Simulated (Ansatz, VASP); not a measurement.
# ReP in VASP and in Ansatz

INCAR

```
ALGO     = Normal         # electronic algorithm
EDIFF    = 1E-7           # SCF threshold, eV
ENCUT    = 520            # plane-wave cutoff, eV
GGA      = PE             # functional
ISIF     = 2              # what is computed and relaxed
ISMEAR   = 0              # smearing method
LASPH    = True           # aspherical terms in the spheres
LCHARG   = True           # write CHGCAR
LELF     = True           # ELF
LREAL    = False          # projectors in reciprocal space
LVHAR    = True         
LWAVE    = False          # write WAVECAR
NBANDS   = 13             # bands
NELM     = 80             # most SCF steps
PREC     = Accurate       # precision mode
SIGMA    = 0.05           # smearing width, eV
```

The input KPOINTS:

```
k-points
0
Gamma
  12 12 12
```

Contents of POSCAR:

```
ReP
1.0
    0.0000000000      2.4414829388      2.4414829388
    2.4414829388      0.0000000000      2.4414829388
    2.4414829388      2.4414829388      0.0000000000
Re P
1 1
Direct
    0.5000000000      0.5000000000      0.5000000000
    0.0000000000      0.0000000000      0.0000000000
```

Input for Ansatz:

```yaml
crystal:
  lattice:
    - [0.0, 2.4414829388, 2.4414829388]
    - [2.4414829388, 0.0, 2.4414829388]
    - [2.4414829388, 2.4414829388, 0.0]
  atoms:
    - { symbol: Re, position: [0.5, 0.5, 0.5] }
    - { symbol: P, position: [0.0, 0.0, 0.0] }
basis:
  ecutwfc: 420
  ecutrho_ratio: 4
kpoints:
  mp_grid: { grid: [12, 12, 12] }
hamiltonian:
  xc: pbe
scf:
  occupations: { method: gaussian, width: 0.05 }
output:
  forces: true
  stress: true
  eigenvalues: true
```

Alike in both runs: task single point; functional PBE; k mesh 12 × 12 × 12; occupations gaussian, width 0.05 eV; no spin polarisation.

|  | VASP | Ansatz |
| --- | --- | --- |
| version | VASP 6.6.1 | Ansatz 0.2.0 |
| potentials or method | VASP PAW PBE potentials, release 64 (Re, P), cutoff 520 eV | scalar-relativistic, plane waves, PAW |
| valence electrons in the cell | 12 | 20 |

|  | VASP | Ansatz | Ansatz less VASP |
| --- | --- | --- | --- |
| gap on the k mesh at the Fermi level (eV) | none | none | - |
| pressure (GPa) | 5.6 | 4.6 | -1.01 |

A gap of «none» marks a metal or a gap that the smearing closes. With one functional, cell and mesh, what is left measures potentials, basis and numerics. VASP's potentials hold 12 valence electrons a cell and Ansatz's 20, so a difference there can come from the potentials and not from the codes.

Spin-orbit coupling is off throughout.
